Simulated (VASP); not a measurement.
# AgCl (Pm-3m) in VASP: settings compared

AgCl is run at these levels: PBE, r2SCAN; tasks: single point, molecular dynamics.

Everything below comes from runs of VASP 6.6.1. Logs are shortened: lines on timing, memory, paths and dates and some standing lists are left out, and cuts for length are marked.

## 1. The cell of the first run

The structure is cubic, space group Pm-3m (No. 221). Conventional cell: a = 3.566 Å, b = 3.566 Å, c = 3.566 Å, α = 90.00°, β = 90.00°, γ = 90.00°. Within 4.1 Å of Ag (site symmetry m-3m) lie 8 Cl at 3.09 Å and 6 Ag at 3.57 Å. Within 4.1 Å of Cl (site symmetry m-3m) lie 8 Ag at 3.09 Å and 6 Cl at 3.57 Å.

## 2. Single point, PBE

File INCAR:

```
SYSTEM = AgCl
  PREC = Accurate
  ENCUT = 500
  EDIFF = 1E-6
  ISMEAR = 0
  SIGMA = 0.1
  LREAL = .FALSE.
  LASPH = .TRUE.
  NELM = 120
  ALGO = Normal
  ISIF = 2
  LWAVE = .FALSE.
  LCHARG = .FALSE.
  GGA = PE
  NBANDS = 16
  GGA_COMPAT = .FALSE.
```

File KPOINTS:

```
Automatic mesh
0
G
  4 4 4
  0 0 0
```

File POSCAR:

```
AgCl
1.0
    3.5661769097      0.0000000000      0.0000000000
    0.0000000000      3.5661769097      0.0000000000
    0.0000000000      0.0000000000      3.5661769097
Ag Cl
1 1
Direct
    0.0000000000      0.0000000000      0.0000000000
    0.5000000000      0.5000000000      0.5000000000
```

Potentials or basis: VASP PAW PBE potentials, release 64 (Ag, Cl).

Launch:

```sh
$ cat potpaw_PBE.64/Ag/POTCAR potpaw_PBE.64/Cl/POTCAR > POTCAR
$ mpirun -np 1 vasp_std > vasp.out
```

OUTCAR:

```text
SYSTEM = AgCl
   PREC = Accurate
   ENCUT = 500
   EDIFF = 1E-6
   ISMEAR = 0
   LREAL = .FALSE.
   LASPH = .TRUE.
   NELM = 120
   ISIF = 2
   GGA = PE

 ion  position               nearest neighbor table
   1  0.000  0.000  0.000-   2 3.09   2 3.09   2 3.09   2 3.09   2 3.09   2 3.09   2 3.09   2 3.09

   2  0.500  0.500  0.500-   1 3.09   1 3.09   1 3.09   1 3.09   1 3.09   1 3.09   1 3.09   1 3.09

  LATTYP: Found a simple cubic cell.
 ALAT       =     3.5661769097

  Lattice vectors:

 A1 = (   3.5661769097,   0.0000000000,   0.0000000000)
 A2 = (   0.0000000000,   3.5661769097,   0.0000000000)
 A3 = (   0.0000000000,   0.0000000000,   3.5661769097)

Analysis of symmetry for initial positions (statically):
=====================================================================
 Subroutine PRICEL returns:
 Original cell was already a primitive cell.

 Routine SETGRP: Setting up the symmetry group for a
 simple cubic supercell.

 Subroutine GETGRP returns: Found 48 space group operations
 (whereof 48 operations were pure point group operations)
 out of a pool of 48 trial point group operations.

The static configuration has the point symmetry O_h .

Analysis of symmetry for dynamics (positions and initial velocities):
=====================================================================
 Subroutine PRICEL returns:
 Original cell was already a primitive cell.

 Routine SETGRP: Setting up the symmetry group for a
 simple cubic supercell.

 Subroutine GETGRP returns: Found 48 space group operations
 (whereof 48 operations were pure point group operations)
 out of a pool of 48 trial point group operations.

The dynamic configuration has the point symmetry O_h .

 Subroutine INISYM returns: Found 48 space group operations
 (whereof 48 operations are pure point group operations),
 and found     1 'primitive' translations

----------------------------------------------------------------------------------------

                                     Primitive cell

  volume of cell :      45.3533

  direct lattice vectors                    reciprocal lattice vectors
     3.566176910  0.000000000  0.000000000     0.280412337  0.000000000  0.000000000
     0.000000000  3.566176910  0.000000000     0.000000000  0.280412337  0.000000000
     0.000000000  0.000000000  3.566176910     0.000000000  0.000000000  0.280412337

  length of vectors
     3.566176910  3.566176910  3.566176910     0.280412337  0.280412337  0.280412337

  position of ions in fractional coordinates (direct lattice)
     0.000000000  0.000000000  0.000000000
     0.500000000  0.500000000  0.500000000

  ion indices of the primitive-cell ions
   primitive index   ion index
                 1           1
                 2           2

----------------------------------------------------------------------------------------

 KPOINTS: Automatic mesh

Automatic generation of k-mesh.
 Grid dimensions read from file:
 generate k-points for:    4    4    4

 Generating k-lattice:

  Cartesian coordinates                     Fractional coordinates (reciprocal lattice)
     0.070103084  0.000000000  0.000000000     0.250000000  0.000000000  0.000000000
     0.000000000  0.070103084  0.000000000     0.000000000  0.250000000  0.000000000
     0.000000000  0.000000000  0.070103084     0.000000000  0.000000000  0.250000000

  Length of vectors
     0.070103084  0.070103084  0.070103084

  Shift w.r.t. Gamma in fractional coordinates (k-lattice)
     0.000000000  0.000000000  0.000000000

 Subroutine IBZKPT returns following result:
 ===========================================

 Found     10 irreducible k-points:

 Following reciprocal coordinates:
            Coordinates               Weight
  0.000000  0.000000  0.000000      1.000000
  0.250000  0.000000  0.000000      6.000000
  0.500000  0.000000  0.000000      3.000000
  0.250000  0.250000  0.000000     12.000000
  0.500000  0.250000  0.000000     12.000000
  0.500000  0.500000  0.000000      3.000000
  0.250000  0.250000  0.250000      8.000000
  0.500000  0.250000  0.250000     12.000000
  0.500000  0.500000  0.250000      6.000000
  0.500000  0.500000  0.500000      1.000000
   k-points           NKPTS =     10   k-points in BZ     NKDIM =     10   number of bands    NBANDS=     16
   number of dos      NEDOS =    301   number of ions     NIONS =      2
   total plane-waves  NPLWV =  21952
   dimension x,y,z NGX =    28 NGY =   28 NGZ =   28
   dimension x,y,z NGXF=    56 NGYF=   56 NGZF=   56
   ions per type =               1   1
   NGX,Y,Z   is equivalent  to a cutoff of  13.05, 13.05, 13.05 a.u.
   NGXF,Y,Z  is equivalent  to a cutoff of  26.11, 26.11, 26.11 a.u.
 SYSTEM =  AgCl
   PREC   = accura    normal or accurate (medium, high low for compatibility)
   ISTART =      0    job   : 0-new  1-cont  2-samecut
   ICHARG =      2    charge: 1-file 2-atom 10-const
   ISPIN  =      1    spin polarized calculation?
   LNONCOLLINEAR =      F non collinear calculations
   LSORBIT =      F    spin-orbit coupling
   LASPH  =      T    aspherical Exc in radial PAW
   ENCUT  =  500.0 eV  36.75 Ry    6.06 a.u.   6.50  6.50  6.50*2*pi/ulx,y,z
   NELM   =    120;   NELMIN=  2; NELMDL= -5     # of ELM steps
   EDIFF  = 0.1E-05   stopping-criterion for ELM
   LREAL  =      F    real-space projection
   EDIFFG = 0.1E-04   stopping-criterion for IOM
   NSW    =      0    number of steps for IOM
   IBRION =     -1    ionic relax: 0-MD 1-quasi-New 2-CG
   NFREE  =      0    steps in history (QN), initial steepest desc. (CG)
   ISIF   =      2    stress and relaxation
   ISYM   =      2    0-nonsym 1-usesym 2-fastsym
   POTIM  = 0.5000    time-step for ionic-motion
   TEBEG  =    0.0;   TEEND  =   0.0 temperature during run
   PSTRESS=    0.0 pullay stress
   NELECT =      18.0000    total number of electrons
   NUPDOWN=      -1.0000    fix difference up-down
   EMIN   =  10.00;   EMAX   =-10.00  energy-range for DOS
   EFERMI =   0.00;   METHOD = LEGACY
   ISMEAR =     0;   SIGMA  =   0.10  broadening in eV -4-tet -1-fermi 0-gaus
   EFERMI_NEDOS =   21; number of points for ismear=-14 and -15
   IALGO  =     38    algorithm
   IMIX   =      4    mixing-type and parameters
     AMIX     =   0.40;   BMIX     =  1.00
     AMIX_MAG =   1.60;   BMIX_MAG =  1.00
  volume/ion in A,a.u.               =      22.68       153.03
  Fermi-wavevector in a.u.,A,eV,Ry     =   1.203084  2.273500 19.693239  1.447412
  Thomas-Fermi vector in A             =   2.338848
   LORBIT       =      0    0 simple, 1 ext, 2 COOP (PROOUT), +10 PAW based schemes
   GGA     = PE    functional components
   LHFCALC =     F    Hartree Fock is set to
   AEXX    =    0.0000 exact exchange contribution
   IVDW    =     0    specifies the selected vdW correction
   LEPSILON=     F    determine dielectric tensor
   LRPA    =     F    only Hartree local field effects (RPA)
 non-spin polarized calculation
 Gauss-broadening in eV      SIGMA  =   0.10
  energy-cutoff  :      500.00
  volume of cell :       45.35
 maximum number of plane-waves:      1189
 NGX is ok and might be reduce to    28
   NGX = 13   NGY = 13   NGZ = 13

 number of electron      17.9999997 magnetization

 Free energy of the ion-electron system (eV)
  ---------------------------------------------------
  ext. energy  EPLUGINS =         0.00000000
  ---------------------------------------------------
  free energy    TOTEN  =        -5.03009370 eV

  energy without entropy =       -5.03009192  energy(sigma->0) =       -5.03009281

 E-fermi :   2.8833     XC(G=0):  -9.7876

 val. band max:        2.5892849493   @ k =   0.5000   0.0000   0.0000
 cond. band min:       3.1469720980   @ k =   0.0000   0.0000   0.0000
 fundamental gap:      0.5576871487
 Fermi energy:         2.8833132431

 k-point     1 :       0.0000    0.0000    0.0000
  band No.  band energies     occupation
      1     -11.3325      2.00000
      2       0.2430      2.00000
      3       0.2430      2.00000
      4       0.9748      2.00000
      5       0.9748      2.00000
      6       0.9748      2.00000
[... 8 lines left out ...]
     15      15.4115      0.00000
     16      18.6996      0.00000

 k-point     2 :       0.2500    0.0000    0.0000
  band No.  band energies     occupation
      1     -11.1708      2.00000
      2      -0.6126      2.00000
      3       0.2941      2.00000
      4       0.4316      2.00000
      5       0.4316      2.00000
      6       0.9478      2.00000
[... 8 lines left out ...]
     15      16.0080      0.00000
     16      18.5692      0.00000

 k-point     3 :       0.5000    0.0000    0.0000
  band No.  band energies     occupation
      1     -10.9957      2.00000
      2      -1.5742      2.00000
      3       0.1595      2.00000
      4       0.1595      2.00000
      5       0.3460      2.00000
      6       1.0113      2.00000
[... 8 lines left out ...]
     15      17.7093      0.00000
     16      18.4391      0.00000

 k-point     4 :       0.2500    0.2500    0.0000
  band No.  band energies     occupation
      1     -11.0325      2.00000
      2      -0.5782      2.00000
      3      -0.0045      2.00000
      4       0.4642      2.00000
      5       0.4997      2.00000
      6       0.8671      2.00000
[... 8 lines left out ...]
     15      16.9394      0.00000
     16      16.9842      0.00000

 k-point     5 :       0.5000    0.2500    0.0000
  band No.  band energies     occupation
      1     -10.8846      2.00000
      2      -1.0695      2.00000
      3      -0.0225      2.00000
      4       0.4061      2.00000
      5       0.4886      2.00000
      6       0.8819      2.00000
[... 8 lines left out ...]
     15      16.9734      0.00000
     16      18.7838      0.00000

 k-point     6 :       0.5000    0.5000    0.0000
  band No.  band energies     occupation
      1     -10.7676      2.00000
      2      -0.2953      2.00000
      3      -0.2953      2.00000
      4       0.4422      2.00000
      5       0.6956      2.00000
      6       0.7589      2.00000
[... 8 lines left out ...]
     15      16.1172      0.00000
     16      16.9239      0.00000

 k-point     7 :       0.2500    0.2500    0.2500
  band No.  band energies     occupation
      1     -10.9035      2.00000
      2      -0.2499      2.00000
      3      -0.2499      2.00000
      4      -0.0485      2.00000
      5       0.7179      2.00000
      6       0.7179      2.00000
[... 8 lines left out ...]
     15      14.9622      0.00000
     16      18.5258      0.00000

 k-point     8 :       0.5000    0.2500    0.2500
  band No.  band energies     occupation
      1     -10.7662      2.00000
      2      -0.8710      2.00000
      3      -0.4460      2.00000
      4       0.4038      2.00000
      5       0.7123      2.00000
      6       0.8776      2.00000
[... 8 lines left out ...]
     15      15.6552      0.00000
     16      17.4947      0.00000

 k-point     9 :       0.5000    0.5000    0.2500
  band No.  band energies     occupation
      1     -10.6408      2.00000
      2      -0.7430      2.00000
      3      -0.7430      2.00000
      4      -0.2738      2.00000
      5       0.8187      2.00000
      6       1.2071      2.00000
[... 8 lines left out ...]
     15      17.7650      0.00000
     16      17.7650      0.00000

 k-point    10 :       0.5000    0.5000    0.5000
  band No.  band energies     occupation
      1     -10.5056      2.00000
      2      -1.0012      2.00000
      3      -1.0012      2.00000
      4      -1.0012      2.00000
      5       1.2139      2.00000
      6       1.2139      2.00000
[... 8 lines left out ...]
     15      18.9420      0.00000
     16      18.9420      0.00000

------------------------ aborting loop because EDIFF is reached ----------------------------------------

  FORCE on cell =-STRESS in cart. coord.  units (eV):
  Direction    XX          YY          ZZ          XY          YZ          ZX
  --------------------------------------------------------------------------------------
  -------------------------------------------------------------------------------------
  Total       -1.1143758     -1.1143758     -1.1143758     -0.0000000     -0.0000000      0.0000000
  in kB      -39.3671178    -39.3671178    -39.3671178     -0.0000000     -0.0000000      0.0000000
  external PRESSURE =     -39.3671178 kB  Pullay stress =       0.0000000 kB

 VOLUME and BASIS-vectors are now :
 -----------------------------------------------------------------------------
  energy-cutoff  :      500.00
  volume of cell :       45.35
      direct lattice vectors                 reciprocal lattice vectors
     3.566176910  0.000000000  0.000000000     0.280412337  0.000000000  0.000000000
     0.000000000  3.566176910  0.000000000     0.000000000  0.280412337  0.000000000
     0.000000000  0.000000000  3.566176910     0.000000000  0.000000000  0.280412337

 POSITION                                       TOTAL-FORCE (eV/Angst)
 -----------------------------------------------------------------------------------
      0.00000      0.00000      0.00000         0.000000      0.000000      0.000000
      1.78309      1.78309      1.78309         0.000000      0.000000      0.000000
 -----------------------------------------------------------------------------------
    total drift:                               -0.000000      0.000000      0.000000

  FREE ENERGIE OF THE ION-ELECTRON SYSTEM (eV)
  ---------------------------------------------------
  free  energy   TOTEN  =        -5.0300936959 eV

  energy  without entropy=       -5.0300919215  energy(sigma->0) =       -5.03009281
```

It used 5.1 s of CPU time on 1 thread of AMD EPYC 9R45 (Zen 5) (shared host).

What came out:

| Item | Value |
| --- | --- |
| Free energy | -5.0301 eV |
| Pressure | -3.9 GPa |
| Band gap on the k mesh | 0.56 eV, indirect (least direct gap 1.71 eV) |

Caveat: the k points lie up to 0.44 Å⁻¹ apart. A k mesh can miss the band edges.

(Continued in part 2 of 3.)
